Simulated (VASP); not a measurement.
# Zr3O (P6_322) in VASP: a series of runs

Runs on Zr3O. Level: r2SCAN. Tasks: single point.

Everything below comes from runs of VASP 6.6.1. Logs are shortened: lines on timing, memory, paths and dates and some standing lists are left out, and cuts for length are marked.

## (1) The cell of the first run

Symmetry: P6_322, No. 182, hexagonal system. The conventional cell has a = 5.651 Å, b = 5.651 Å, c = 5.195 Å, α = 90.00°, β = 90.00°, γ = 120.00°. Within 3.0 Å of Zr (site symmetry 2) lie 2 O at 2.27 Å. Within 3.0 Å of O (site symmetry 32) lie 6 Zr at 2.27 Å.

## (2) Single point, r2SCAN

The input, POSCAR:

```
Zr3O
1.0
    5.6509725851      0.0000000000      0.0000000000
   -2.8254862926      4.8938858148      0.0000000000
    0.0000000000      0.0000000000      5.1948277476
Zr O
6 2
Direct
    0.0000000000      0.6601601134      0.5000000000
    0.0000000000      0.3398398866      0.0000000000
    0.6601601134      0.6601601134      0.0000000000
    0.6601601134      0.0000000000      0.5000000000
    0.3398398866      0.3398398866      0.5000000000
    0.3398398866      0.0000000000      0.0000000000
    0.6666666667      0.3333333333      0.7500000000
    0.3333333333      0.6666666667      0.2500000000
```

The input, INCAR.step1:

```
ALGO = Normal
EDIFF = 1E-4
ENCUT = 520
GGA = PE
ISMEAR = 0
LASPH = T
LCHARG = F
LREAL = F
LWAVE = T
NBANDS = 52
NELM = 80
PREC = Accurate
SIGMA = 0.1
```

The input, INCAR.step2:

```
ALGO = Normal
EDIFF = 1E-6
ENCUT = 520
ISIF = 2
ISMEAR = 0
ISTART = 1
LASPH = T
LCHARG = T
LELF = T
LMIXTAU = T
LREAL = F
LVHAR = T
LWAVE = F
METAGGA = R2SCAN
NBANDS = 52
NELM = 80
PREC = Accurate
SIGMA = 0.1
```

The input, KPOINTS:

```
k-points
0
Gamma
  6 6 8
```

Potentials or basis: VASP PAW PBE potentials, release 64 (Zr_sv, O).

Started as:

```console
$ cat potpaw_PBE.64/Zr_sv/POTCAR potpaw_PBE.64/O/POTCAR > POTCAR
$ cp INCAR.step1 INCAR
$ mpirun -np 1 vasp_std > vasp.out
$ cp INCAR.step2 INCAR
$ mpirun -np 1 vasp_std > vasp.out
```

OUTCAR:

```text
EDIFF = 1E-6
   ENCUT = 520
   ISIF = 2
   ISMEAR = 0
   ISTART = 1
   LASPH = T
   LREAL = F
   METAGGA = R2SCAN
   NELM = 80
   PREC = Accurate

 ion  position               nearest neighbor table
   1  0.000  0.660  0.500-   8 2.27   7 2.27   2 3.17   2 3.17   6 3.23   6 3.23   3 3.23   3 3.23
                             4 3.23   5 3.23   4 3.23   5 3.23   5 3.33   4 3.33
   2  0.000  0.340  0.000-   7 2.27   8 2.27   1 3.17   1 3.17   4 3.23   4 3.23   5 3.23   5 3.23
                             6 3.23   3 3.23   6 3.23   3 3.23   3 3.33   6 3.33
   3  0.660  0.660  0.000-   8 2.27   7 2.27   5 3.17   5 3.17   1 3.23   1 3.23   4 3.23   4 3.23
                             2 3.23   6 3.23   2 3.23   6 3.23   6 3.33   2 3.33
   4  0.660  0.000  0.500-   7 2.27   8 2.27   6 3.17   6 3.17   2 3.23   2 3.23   3 3.23   3 3.23
                             1 3.23   1 3.23   5 3.23   5 3.23   5 3.33   1 3.33
   5  0.340  0.340  0.500-   7 2.27   8 2.27   3 3.17   3 3.17   2 3.23   2 3.23   6 3.23   6 3.23
                             1 3.23   4 3.23   1 3.23   4 3.23   4 3.33   1 3.33
   6  0.340  0.000  0.000-   8 2.27   7 2.27   4 3.17   4 3.17   1 3.23   1 3.23   5 3.23   5 3.23
                             2 3.23   2 3.23   3 3.23   3 3.23   3 3.33   2 3.33
   7  0.667  0.333  0.750-   2 2.27   4 2.27   1 2.27   6 2.27   5 2.27   3 2.27
   8  0.333  0.667  0.250-   1 2.27   6 2.27   2 2.27   4 2.27   3 2.27   5 2.27

  LATTYP: Found a hexagonal cell.
 ALAT       =     5.6509725851
 C/A-ratio  =     0.9192802954

  Lattice vectors:

 A1 = (   5.6509725851,   0.0000000000,   0.0000000000)
 A2 = (  -2.8254862926,   4.8938858148,   0.0000000000)
 A3 = (   0.0000000000,   0.0000000000,   5.1948277476)

Analysis of symmetry for initial positions (statically):
=====================================================================
 Subroutine PRICEL returns:
 Original cell was already a primitive cell.

 Routine SETGRP: Setting up the symmetry group for a
 hexagonal supercell.

 Subroutine GETGRP returns: Found 12 space group operations
 (whereof  6 operations were pure point group operations)
 out of a pool of 24 trial point group operations.

The static configuration has the point symmetry D_3 .
 The point group associated with its full space group is D_6 .

Analysis of symmetry for dynamics (positions and initial velocities):
=====================================================================
 Subroutine PRICEL returns:
 Original cell was already a primitive cell.

 Routine SETGRP: Setting up the symmetry group for a
 hexagonal supercell.

 Subroutine GETGRP returns: Found 12 space group operations
 (whereof  6 operations were pure point group operations)
 out of a pool of 24 trial point group operations.

The dynamic configuration has the point symmetry D_3 .
 The point group associated with its full space group is D_6 .

 Subroutine INISYM returns: Found 12 space group operations
 (whereof  6 operations are pure point group operations),
 and found     1 'primitive' translations

----------------------------------------------------------------------------------------

                                     Primitive cell

  volume of cell :     143.6641

  direct lattice vectors                    reciprocal lattice vectors
     5.650972585  0.000000000  0.000000000     0.176960689  0.102168301  0.000000000
    -2.825486293  4.893885815  0.000000000     0.000000000  0.204336602  0.000000000
     0.000000000  0.000000000  5.194827748     0.000000000  0.000000000  0.192499164

  length of vectors
     5.650972585  5.650972585  5.194827748     0.204336602  0.204336602  0.192499164

  position of ions in fractional coordinates (direct lattice)
     1.000000000  0.660160113  0.500000000
     1.000000000  0.339839887  0.000000000
     0.660160113  0.660160113  0.000000000
     0.660160113  0.000000000  0.500000000
     0.339839887  0.339839887  0.500000000
     0.339839887  0.000000000  0.000000000
     0.666666667  0.333333333  0.750000000
     0.333333333  0.666666667  0.250000000

  ion indices of the primitive-cell ions
   primitive index   ion index
                 1           1
                 2           2
                 3           3
                 4           4
                 5           5
                 6           6
                 7           7
                 8           8

----------------------------------------------------------------------------------------

 KPOINTS: k-points

Automatic generation of k-mesh.
 Grid dimensions read from file:
 generate k-points for:    6    6    8

 Generating k-lattice:

  Cartesian coordinates                     Fractional coordinates (reciprocal lattice)
     0.029493448  0.017028050  0.000000000     0.166666667  0.000000000  0.000000000
     0.000000000  0.034056100  0.000000000     0.000000000  0.166666667  0.000000000
     0.000000000  0.000000000  0.024062396     0.000000000  0.000000000  0.125000000

  Length of vectors
     0.034056100  0.034056100  0.024062396

  Shift w.r.t. Gamma in fractional coordinates (k-lattice)
     0.000000000  0.000000000  0.000000000

 Subroutine IBZKPT returns following result:
 ===========================================

 Found     35 irreducible k-points:

 Following reciprocal coordinates:
            Coordinates               Weight
  0.000000  0.000000  0.000000      1.000000
  0.166667  0.000000  0.000000      6.000000
  0.333333  0.000000  0.000000      6.000000
  0.500000  0.000000  0.000000      3.000000
  0.166667  0.166667  0.000000      6.000000
  0.333333  0.166667  0.000000     12.000000
[... 16 lines left out ...]
  0.166667  0.000000  0.375000     12.000000
  0.333333  0.000000  0.375000     12.000000
 [... further k-points ...]
   k-points           NKPTS =     35   k-points in BZ     NKDIM =     35   number of bands    NBANDS=     52
   number of dos      NEDOS =    301   number of ions     NIONS =      8
   total plane-waves  NPLWV =  70560
   dimension x,y,z NGX =    42 NGY =   42 NGZ =   40
   dimension x,y,z NGXF=    84 NGYF=   84 NGZF=   80
   ions per type =               6   2
   NGX,Y,Z   is equivalent  to a cutoff of  12.36, 12.36, 12.80 a.u.
   NGXF,Y,Z  is equivalent  to a cutoff of  24.71, 24.71, 25.60 a.u.
 SYSTEM =  unknown system
   PREC   = accura    normal or accurate (medium, high low for compatibility)
   ISTART =      1    job   : 0-new  1-cont  2-samecut
   ICHARG =      0    charge: 1-file 2-atom 10-const
   ISPIN  =      1    spin polarized calculation?
   LNONCOLLINEAR =      F non collinear calculations
   LSORBIT =      F    spin-orbit coupling
   LASPH  =      T    aspherical Exc in radial PAW
   ENCUT  =  520.0 eV  38.22 Ry    6.18 a.u.  10.51 10.51  9.66*2*pi/ulx,y,z
   NELM   =     80;   NELMIN=  2; NELMDL=  0     # of ELM steps
   EDIFF  = 0.1E-05   stopping-criterion for ELM
   LREAL  =      F    real-space projection
[... 7 lines left out ...]
   TEBEG  =    0.0;   TEEND  =   0.0 temperature during run
   PSTRESS=    0.0 pullay stress
   NELECT =      84.0000    total number of electrons
   NUPDOWN=      -1.0000    fix difference up-down
   EMIN   =  10.00;   EMAX   =-10.00  energy-range for DOS
   EFERMI =   0.00;   METHOD = LEGACY
   ISMEAR =     0;   SIGMA  =   0.10  broadening in eV -4-tet -1-fermi 0-gaus
   EFERMI_NEDOS =   21; number of points for ismear=-14 and -15
   IALGO  =     38    algorithm
   IMIX   =      4    mixing-type and parameters
     AMIX     =   0.40;   BMIX     =  1.00
     AMIX_MAG =   1.60;   BMIX_MAG =  1.00
  volume/ion in A,a.u.               =      17.96       121.19
  Fermi-wavevector in a.u.,A,eV,Ry     =   1.368942  2.586926 25.497365  1.874003
  Thomas-Fermi vector in A             =   2.494862
   LORBIT       =      0    0 simple, 1 ext, 2 COOP (PROOUT), +10 PAW based schemes
   METAGGA = R2SCAN    functional components
   LHFCALC =     F    Hartree Fock is set to
   AEXX    =    0.0000 exact exchange contribution
   IVDW    =     0    specifies the selected vdW correction
   LEPSILON=     F    determine dielectric tensor
   LRPA    =     F    only Hartree local field effects (RPA)
 non-spin polarized calculation
 Gauss-broadening in eV      SIGMA  =   0.10
  energy-cutoff  :      520.00
  volume of cell :      143.66
 maximum number of plane-waves:      3889
   NGX = 21   NGY = 21   NGZ = 19

 number of electron      84.0000008 magnetization

 Free energy of the ion-electron system (eV)
  ---------------------------------------------------
  ext. energy  EPLUGINS =         0.00000000
  ---------------------------------------------------
  free energy    TOTEN  =      -160.74085896 eV

  energy without entropy =     -160.71177826  energy(sigma->0) =     -160.72631861

 E-fermi :   9.5986     XC(G=0): -12.3223

 val. band max:        9.5721387816   @ k =   0.0000   0.0000   0.3750
 cond. band min:       9.6079465404   @ k =   0.5000   0.0000   0.3750
 fundamental gap:      0.0358077588
 Fermi energy:         9.5985694804

 k-point     1 :       0.0000    0.0000    0.0000
  band No.  band energies     occupation
      1     -41.0648      2.00000
      2     -40.9079      2.00000
      3     -40.8967      2.00000
      4     -40.8967      2.00000
      5     -40.8828      2.00000
      6     -40.8828      2.00000
[... 44 lines left out ...]
     51      12.3937      0.00000
     52      12.4653      0.00000

 k-point     2 :       0.1667    0.0000    0.0000
  band No.  band energies     occupation
      1     -41.0543      2.00000
      2     -40.9126      2.00000
      3     -40.9077      2.00000
      4     -40.9035      2.00000
      5     -40.8777      2.00000
      6     -40.8763      2.00000
[... 44 lines left out ...]
     51      12.2981      0.00000
     52      12.4698      0.00000
[... 1153 lines left out ...]
     51      12.2856      0.00000
     52      12.7861      0.00000

 k-point    24 :       0.3333    0.0000    0.3750
  band No.  band energies     occupation
      1     -40.9852      2.00000
      2     -40.9345      2.00000
      3     -40.9228      2.00000
      4     -40.9063      2.00000
      5     -40.8957      2.00000
      6     -40.8888      2.00000
[... 44 lines left out ...]
     51      12.5280      0.00000
     52      12.8029      0.00000

 [... further k-points ...]
[... 5 lines left out ...]
  --------------------------------------------------------------------------------------
  -------------------------------------------------------------------------------------
  Total        0.0764990      0.0764990      0.0770936     -0.0000000      0.0000000     -0.0000000
  in kB        0.8531362      0.8531362      0.8597670     -0.0000000      0.0000000     -0.0000000
  external PRESSURE =       0.8553465 kB  Pullay stress =       0.0000000 kB

 VOLUME and BASIS-vectors are now :
 -----------------------------------------------------------------------------
  energy-cutoff  :      520.00
  volume of cell :      143.66
      direct lattice vectors                 reciprocal lattice vectors
     5.650972585  0.000000000  0.000000000     0.176960689  0.102168301  0.000000000
    -2.825486293  4.893885815  0.000000000     0.000000000  0.204336602  0.000000000
     0.000000000  0.000000000  5.194827748     0.000000000  0.000000000  0.192499164

 POSITION                                       TOTAL-FORCE (eV/Angst)
 -----------------------------------------------------------------------------------
     -1.86527      3.23075      2.59741        -0.006116      0.010594     -0.000000
     -0.96021      1.66314      0.00000         0.006116     -0.010594     -0.000000
      1.86527      3.23075      0.00000         0.006116      0.010594      0.000000
      3.73055      0.00000      2.59741         0.012233     -0.000000      0.000000
      0.96021      1.66314      2.59741        -0.006116     -0.010594      0.000000
      1.92043      0.00000      0.00000        -0.012233     -0.000000      0.000000
      2.82549      1.63130      3.89612        -0.000000     -0.000000     -0.000000
     -0.00000      3.26259      1.29871        -0.000000     -0.000000     -0.000000
 -----------------------------------------------------------------------------------
    total drift:                                0.000001     -0.000001      0.000000

  FREE ENERGIE OF THE ION-ELECTRON SYSTEM (eV)
  ---------------------------------------------------
  free  energy   TOTEN  =      -160.7408589609 eV

  energy  without entropy=     -160.7117782562  energy(sigma->0) =     -160.72631861
```

Wall time 27 min (1 thread of Intel Xeon 8259CL, shared host); peak memory 0.39 GiB.

Results:

| Item | Value |
| --- | --- |
| Free energy | -160.7409 eV |
| Pressure | 0.1 GPa |
| Largest force | 0.012 eV/Å |
| Band gap on the k mesh | zero (band 42 reaches 10.31 eV, above the bottom of band 43 at 9.41 eV) |

Forces on the atoms (eV/Å):
```
Zr  -0.006  0.011  0.000
Zr   0.006 -0.011  0.000
Zr   0.006  0.011  0.000
Zr   0.012  0.000  0.000
Zr  -0.006 -0.011  0.000
Zr  -0.012  0.000  0.000
O    0.000  0.000  0.000
O    0.000  0.000  0.000
```

Levels at points of the mesh, in eV from the Fermi level:
```tsv
k point	band 40	band 41	band 42	band 43	band 44	band 45
(0.00, 0.00, 0.00)	-1.12	0.04	0.71	0.71	0.91	0.91
(0.50, 0.00, 0.00)	-0.96	-0.77	-0.39	0.64	1.19	1.29
(0.00, 0.00, 0.50)	-0.35	-0.05	-0.05	0.02	0.02	0.03
(0.50, 0.00, 0.50)	-0.95	-0.46	-0.46	0.16	0.16	1.09
```

Caveat: the PAW data sets were made with another functional, which shifts forces and pressure a little.

## (3) Single point, r2SCAN

Changes to POSCAR since step 2:

```diff
@@ -2,5 +2,5 @@
 1.0
-    5.6509725851      0.0000000000      0.0000000000
-   -2.8254862926      4.8938858148      0.0000000000
-    0.0000000000      0.0000000000      5.1948277476
+    5.6509725846      0.0000000000      0.0000000000
+   -2.8254862923      4.8938858143      0.0000000000
+    0.0000000000      0.0000000000      5.1948277545
 Zr O
```

INCAR.step1 is that of step 2.

INCAR.step2 is that of step 2.

KPOINTS is that of step 2.

Potentials or basis: VASP PAW PBE potentials, release 64 (Zr_sv, O).

Started as:

```console
$ cat potpaw_PBE.64/Zr_sv/POTCAR potpaw_PBE.64/O/POTCAR > POTCAR
$ cp INCAR.step1 INCAR
$ mpirun -np 1 vasp_std > vasp.out
$ cp INCAR.step2 INCAR
$ mpirun -np 1 vasp_std > vasp.out
```

Run time: 15 min. Hardware: 1 thread of Oxide Virtual Turin-like, shared host; peak memory 0.35 GiB.

It converged, with:

- Free energy: -160.7409 eV
- Pressure: 0.1 GPa
- Largest force: 0.012 eV/Å
- Band gap on the k mesh: zero (band 42 reaches 10.31 eV, above the bottom of band 43 at 9.41 eV)

Forces in eV/Å, atoms in the order of the input:
```
Zr  -0.006  0.011  0.000
Zr   0.006 -0.011  0.000
Zr   0.006  0.011  0.000
Zr   0.012  0.000  0.000
Zr  -0.006 -0.011  0.000
Zr  -0.012  0.000  0.000
O    0.000  0.000  0.000
O    0.000  0.000  0.000
```

Levels at points of the mesh, in eV from the Fermi level:
```tsv
k point	band 39	band 40	band 41	band 42	band 43	band 44	band 45	band 46
(0.00, 0.00, 0.00)	-1.12	-1.12	0.04	0.71	0.71	0.91	0.91	0.91
(0.50, 0.00, 0.00)	-1.54	-0.96	-0.77	-0.39	0.64	1.19	1.29	1.40
(0.00, 0.00, 0.50)	-0.35	-0.35	-0.05	-0.05	0.02	0.02	0.03	0.03
(0.50, 0.00, 0.50)	-0.95	-0.95	-0.46	-0.46	0.16	0.16	1.09	1.09
```

Caveat: the PAW data sets were made with another functional, which shifts forces and pressure a little.

## (4) Single point, r2SCAN (biaxial strain in the a-b plane: -2.0 %)

Changes to POSCAR since step 3:

```diff
@@ -2,5 +2,5 @@
 1.0
-    5.6509725846      0.0000000000      0.0000000000
-   -2.8254862923      4.8938858143      0.0000000000
-    0.0000000000      0.0000000000      5.1948277545
+    5.5379531340      0.0000000000      0.0000000000
+   -2.7689765670      4.7960080990      0.0000000000
+    0.0000000000      0.0000000000      5.2571656685
 Zr O
```

The input, INCAR.step1:

```
PREC     = Accurate       # precision mode
ENCUT    = 520            # plane-wave cutoff, eV
ISMEAR   = 0              # smearing method
SIGMA    = 0.1            # smearing width, eV
LREAL    = F              # projectors in reciprocal space
LASPH    = T              # aspherical terms in the spheres
NELM     = 100            # most SCF steps
NBANDS   = 52             # bands
GGA      = PE             # functional
ALGO     = Normal         # electronic algorithm
EDIFF    = 1E-4           # SCF threshold, eV
LWAVE    = T              # write WAVECAR
LCHARG   = F              # write CHGCAR
```

The input, INCAR.step2:

```
PREC     = Accurate       # precision mode
ENCUT    = 520            # plane-wave cutoff, eV
EDIFF    = 1E-6           # SCF threshold, eV
ISMEAR   = 0              # smearing method
SIGMA    = 0.1            # smearing width, eV
LREAL    = F              # projectors in reciprocal space
LASPH    = T              # aspherical terms in the spheres
NELM     = 100            # most SCF steps
ALGO     = Normal         # electronic algorithm
ISIF     = 2              # what is computed and relaxed
LWAVE    = F              # write WAVECAR
LCHARG   = F              # write CHGCAR
METAGGA  = R2SCAN         # meta-GGA
LMIXTAU  = T            
NBANDS   = 52             # bands
ISTART   = 1
```

The input, KPOINTS:

```
Automatic mesh
0
Gamma
  6 6 8
```

Started as:

```console
$ cat potpaw_PBE.64/Zr_sv/POTCAR potpaw_PBE.64/O/POTCAR > POTCAR
$ cp INCAR.step1 INCAR
$ mpirun -np 1 vasp_std > vasp.out
$ cp INCAR.step2 INCAR
$ mpirun -np 1 vasp_std > vasp.out
```

It took 26 min on 1 thread of Oxide Virtual Turin-like, shared host; peak memory 0.35 GiB.

The run converged. Its results:

- Free energy: -160.6359 eV
- Pressure: 4.5 GPa
- Largest force: 0.153 eV/Å
- Band gap on the k mesh: zero (band 42 reaches 10.57 eV, above the bottom of band 43 at 9.76 eV)

Forces on the atoms (eV/Å):
```
Zr  -0.076  0.132  0.000
Zr   0.076 -0.132  0.000
Zr   0.076  0.132  0.000
Zr   0.153  0.000  0.000
Zr  -0.076 -0.132  0.000
Zr  -0.153  0.000  0.000
O    0.000  0.000  0.000
O    0.000  0.000  0.000
```

Stress tensor (GPa, compression positive):
```
6.16 0.00 0.00
0.00 6.16 0.00
0.00 0.00 1.32
```

Levels at points of the mesh, in eV from the Fermi level:
```
           k point  band 40  band 41  band 42  band 43  band 44  band 45
(0.00, 0.00, 0.00)    -1.02    -0.02     0.65     0.75     0.75     0.91
(0.50, 0.00, 0.00)    -1.02    -0.69    -0.34     0.62     1.10     1.44
(0.00, 0.00, 0.50)    -0.31    -0.12    -0.12     0.02     0.02     0.14
(0.50, 0.00, 0.50)    -0.98    -0.50    -0.50     0.14     0.14     1.19
```

Caveat: the cell differs from its parent crystal (biaxial strain in the a-b plane: -2.0 %); the PAW data sets were made with another functional, which shifts forces and pressure a little.

(Continued in part 2 of 2.)
